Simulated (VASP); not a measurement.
# Os (P-3m1) in VASP: further runs, part 2 of 2

VASP 6.6.1.

**3. Single point, PBEsol (atom 1 (Os) moved by (+0.000, -0.300) A along [1 1 0] and z)**

The input, INCAR:

```
SYSTEM = Os
ALGO = Fast ; EDIFF = 1E-6
ENCUT = 520 ; GGA = PS
ISIF = 2 ; ISMEAR = 0
LASPH = .True. ; LCHARG = .False.
LREAL = .False. ; LWAVE = .False.
NBANDS = 15 ; NELM = 80
PREC = Accurate ; SIGMA = 0.15
```

The input, KPOINTS:

```
k-points
0
Gamma
  18 18 12
  0 0 0
```

The input, POSCAR:

```
Os
1.0
    2.7340999755      0.0000000000      0.0000000000
   -1.3670499878      2.3678000353      0.0000000000
    0.0000000000      0.0000000000      4.3197000000
Os
2
Direct
    0.3333333333      0.6666666667      0.1805507327
    0.6666666667      0.3333333333      0.7500000000
```

Potentials or basis: VASP PAW PBE potentials, release 64 (Os).

The run is started by

```
> cat potpaw_PBE.64/Os/POTCAR > POTCAR
> mpirun -np 1 vasp_std > vasp.out
```

OUTCAR:

```text
SYSTEM = Os
   EDIFF = 1E-6
   ENCUT = 520
   GGA = PS
   ISIF = 2
   ISMEAR = 0
   LASPH = .True.
   LREAL = .False.
   NELM = 80
   PREC = Accurate

 ion  position               nearest neighbor table
   1  0.333  0.667  0.181-   2 2.44   2 2.44   2 2.44   2 2.92   2 2.92   2 2.92
   2  0.667  0.333  0.750-   1 2.44   1 2.44   1 2.44   1 2.92   1 2.92   1 2.92

  LATTYP: Found a hexagonal cell.
 ALAT       =     2.7340999755
 C/A-ratio  =     1.5799349105

  Lattice vectors:

 A1 = (   2.7340999755,   0.0000000000,   0.0000000000)
 A2 = (  -1.3670499878,   2.3678000353,   0.0000000000)
 A3 = (   0.0000000000,   0.0000000000,   4.3197000000)

Analysis of symmetry for initial positions (statically):
=====================================================================
 Subroutine PRICEL returns:
 Original cell was already a primitive cell.

 Routine SETGRP: Setting up the symmetry group for a
 hexagonal supercell.

 Subroutine GETGRP returns: Found 12 space group operations
 (whereof  6 operations were pure point group operations)
 out of a pool of 24 trial point group operations.

The static configuration has the point symmetry C_3v.
 The point group associated with its full space group is D_3d.

Analysis of symmetry for dynamics (positions and initial velocities):
=====================================================================
 Subroutine PRICEL returns:
 Original cell was already a primitive cell.

 Routine SETGRP: Setting up the symmetry group for a
 hexagonal supercell.

 Subroutine GETGRP returns: Found 12 space group operations
 (whereof  6 operations were pure point group operations)
 out of a pool of 24 trial point group operations.

The dynamic configuration has the point symmetry C_3v.
 The point group associated with its full space group is D_3d.

 Subroutine INISYM returns: Found 12 space group operations
 (whereof  6 operations are pure point group operations),
 and found     1 'primitive' translations

----------------------------------------------------------------------------------------

                                     Primitive cell

  volume of cell :      27.9649

  direct lattice vectors                    reciprocal lattice vectors
     2.734099975  0.000000000  0.000000000     0.365751073  0.211166481  0.000000000
    -1.367049988  2.367800035  0.000000000     0.000000000  0.422332961  0.000000000
     0.000000000  0.000000000  4.319700000     0.000000000  0.000000000  0.231497558

  length of vectors
     2.734099975  2.734099976  4.319700000     0.422332961  0.422332961  0.231497558

  position of ions in fractional coordinates (direct lattice)
     0.333333333  0.666666667  0.180550733
     0.666666667  0.333333333  0.750000000

  ion indices of the primitive-cell ions
   primitive index   ion index
                 1           1
                 2           2

----------------------------------------------------------------------------------------

 KPOINTS: k-points

Automatic generation of k-mesh.
 Grid dimensions read from file:
 generate k-points for:   18   18   12

 Generating k-lattice:

  Cartesian coordinates                     Fractional coordinates (reciprocal lattice)
     0.020319504  0.011731471  0.000000000     0.055555556  0.000000000  0.000000000
     0.000000000  0.023462942  0.000000000     0.000000000  0.055555556  0.000000000
     0.000000000  0.000000000  0.019291463     0.000000000  0.000000000  0.083333333

  Length of vectors
     0.023462942  0.023462942  0.019291463

  Shift w.r.t. Gamma in fractional coordinates (k-lattice)
     0.000000000  0.000000000  0.000000000

 Subroutine IBZKPT returns following result:
 ===========================================

 Found    394 irreducible k-points:

 Following reciprocal coordinates:
            Coordinates               Weight
  0.000000  0.000000  0.000000      1.000000
  0.055556  0.000000  0.000000      6.000000
  0.111111  0.000000  0.000000      6.000000
  0.166667  0.000000  0.000000      6.000000
  0.222222  0.000000  0.000000      6.000000
  0.277778  0.000000  0.000000      6.000000
[... 16 lines left out ...]
  0.333333  0.111111  0.000000     12.000000
  0.388889  0.111111  0.000000     12.000000
 [... further k-points ...]
   k-points           NKPTS =    394   k-points in BZ     NKDIM =    394   number of bands    NBANDS=     15
   number of dos      NEDOS =    301   number of ions     NIONS =      2
   total plane-waves  NPLWV =  12800
   dimension x,y,z NGX =    20 NGY =   20 NGZ =   32
   dimension x,y,z NGXF=    40 NGYF=   40 NGZF=   64
   ions per type =               2
   NGX,Y,Z   is equivalent  to a cutoff of  12.16, 12.16, 12.32 a.u.
   NGXF,Y,Z  is equivalent  to a cutoff of  24.32, 24.32, 24.63 a.u.
 SYSTEM =  Os
   PREC   = accura    normal or accurate (medium, high low for compatibility)
   ISTART =      0    job   : 0-new  1-cont  2-samecut
   ICHARG =      2    charge: 1-file 2-atom 10-const
   ISPIN  =      1    spin polarized calculation?
   LNONCOLLINEAR =      F non collinear calculations
   LSORBIT =      F    spin-orbit coupling
   LASPH  =      T    aspherical Exc in radial PAW
   ENCUT  =  520.0 eV  38.22 Ry    6.18 a.u.   5.08  5.08  8.03*2*pi/ulx,y,z
   NELM   =     80;   NELMIN=  2; NELMDL= -5     # of ELM steps
   EDIFF  = 0.1E-05   stopping-criterion for ELM
   LREAL  =      F    real-space projection
[... 7 lines left out ...]
   TEBEG  =    0.0;   TEEND  =   0.0 temperature during run
   PSTRESS=    0.0 pullay stress
   NELECT =      16.0000    total number of electrons
   NUPDOWN=      -1.0000    fix difference up-down
   EMIN   =  10.00;   EMAX   =-10.00  energy-range for DOS
   EFERMI =   0.00;   METHOD = LEGACY
   ISMEAR =     0;   SIGMA  =   0.15  broadening in eV -4-tet -1-fermi 0-gaus
   EFERMI_NEDOS =   21; number of points for ismear=-14 and -15
   IALGO  =     68    algorithm
   IMIX   =      4    mixing-type and parameters
     AMIX     =   0.40;   BMIX     =  1.00
     AMIX_MAG =   1.60;   BMIX_MAG =  1.00
  volume/ion in A,a.u.               =      13.98        94.36
  Fermi-wavevector in a.u.,A,eV,Ry     =   1.359076  2.568282 25.131162  1.847088
  Thomas-Fermi vector in A             =   2.485855
   LORBIT       =      0    0 simple, 1 ext, 2 COOP (PROOUT), +10 PAW based schemes
   GGA     = PS    functional components
   LHFCALC =     F    Hartree Fock is set to
   AEXX    =    0.0000 exact exchange contribution
   IVDW    =     0    specifies the selected vdW correction
   LEPSILON=     F    determine dielectric tensor
   LRPA    =     F    only Hartree local field effects (RPA)
 non-spin polarized calculation
 RMM-DIIS sequential band-by-band and
 Gauss-broadening in eV      SIGMA  =   0.15
  energy-cutoff  :      520.00
  volume of cell :       27.96
 maximum number of plane-waves:       770
   NGX = 11   NGY = 11   NGZ = 17

 number of electron      15.9999999 magnetization

 Free energy of the ion-electron system (eV)
  ---------------------------------------------------
  ext. energy  EPLUGINS =         0.00000000
  ---------------------------------------------------
  free energy    TOTEN  =       -23.64419863 eV

  energy without entropy =      -23.62691558  energy(sigma->0) =      -23.63555710

 E-fermi :   9.5016     XC(G=0): -14.0909

 val. band max:        9.4930950202   @ k =   0.5000   0.0000   0.5000
 cond. band min:       9.5062074794   @ k =  -0.1667  -0.4444   0.4167
 fundamental gap:      0.0131124592
 Fermi energy:         9.5016142669

 k-point     1 :       0.0000    0.0000    0.0000
  band No.  band energies     occupation
      1      -1.6632      2.00000
      2       1.1819      2.00000
      3       5.7845      2.00000
      4       5.7845      2.00000
      5       6.0723      2.00000
      6       6.0723      2.00000
      7       6.5443      2.00000
      8       8.5035      2.00000
      9       8.5035      2.00000
     10      10.1157      0.00000
     11      11.4715      0.00000
     12      11.4715      0.00000
     13      16.9841      0.00000
     14      23.1348      0.00000
     15      26.7844      0.00000
[... 397 lines left out ...]
 k-point    24 :       0.3889    0.1111    0.0000
  band No.  band energies     occupation
      1       1.9574      2.00000
      2       2.4567      2.00000
      3       2.9089      2.00000
      4       5.2239      2.00000
      5       5.9872      2.00000
      6       6.7942      2.00000
      7       7.6737      2.00000
      8      11.0051      0.00000
      9      11.1714      0.00000
     10      12.1138      0.00000
     11      13.2341      0.00000
     12      16.2036      0.00000
     13      18.3383      0.00000
     14      19.6093      0.00000
     15      21.6131      0.00000

 [... further k-points ...]
[... 5 lines left out ...]
  --------------------------------------------------------------------------------------
  -------------------------------------------------------------------------------------
  Total        1.8351231      1.8351231      7.2370307     -0.0000000     -0.0000000      0.0000000
  in kB      105.1387425    105.1387425    414.6274017     -0.0000000     -0.0000000      0.0000000
  external PRESSURE =     208.3016289 kB  Pullay stress =       0.0000000 kB

 VOLUME and BASIS-vectors are now :
 -----------------------------------------------------------------------------
  energy-cutoff  :      520.00
  volume of cell :       27.96
      direct lattice vectors                 reciprocal lattice vectors
     2.734099975  0.000000000  0.000000000     0.365751073  0.211166481  0.000000000
    -1.367049988  2.367800035  0.000000000     0.000000000  0.422332961  0.000000000
     0.000000000  0.000000000  4.319700000     0.000000000  0.000000000  0.231497558

 POSITION                                       TOTAL-FORCE (eV/Angst)
 -----------------------------------------------------------------------------------
     -0.00000      1.57853      0.77993        -0.000000      0.000000      6.289239
      1.36705      0.78927      3.23977         0.000000     -0.000000     -6.289239
 -----------------------------------------------------------------------------------
    total drift:                               -0.000000      0.000000      0.000002

  FREE ENERGIE OF THE ION-ELECTRON SYSTEM (eV)
  ---------------------------------------------------
  free  energy   TOTEN  =       -23.6441986344 eV

  energy  without entropy=      -23.6269155756  energy(sigma->0) =      -23.63555710
```

Run time: 3.4 min. Hardware: 1 thread of Oxide Virtual Turin-like, shared host; peak memory 0.22 GiB.

What came out:

```yaml
Free_energy: -23.6442 eV
Pressure: 20.8 GPa
Largest_force: 6.289 eV/Å
Band_gap_on_the_k_mesh: zero (band 8 reaches 11.34 eV, above the bottom of band 9 at 8.08 eV)
```

Forces in eV/Å, atoms in the order of the input:
```
Os   0.000  0.000  6.289
Os   0.000  0.000 -6.289
```

Caveat: the cell differs from its parent crystal (atom 1 (Os) moved by (+0.000, -0.300) A along [1 1 0] and z); the PAW data sets were made with another functional, which shifts forces and pressure a little; spin-orbit coupling is left out, which moves the levels of the heavy elements.
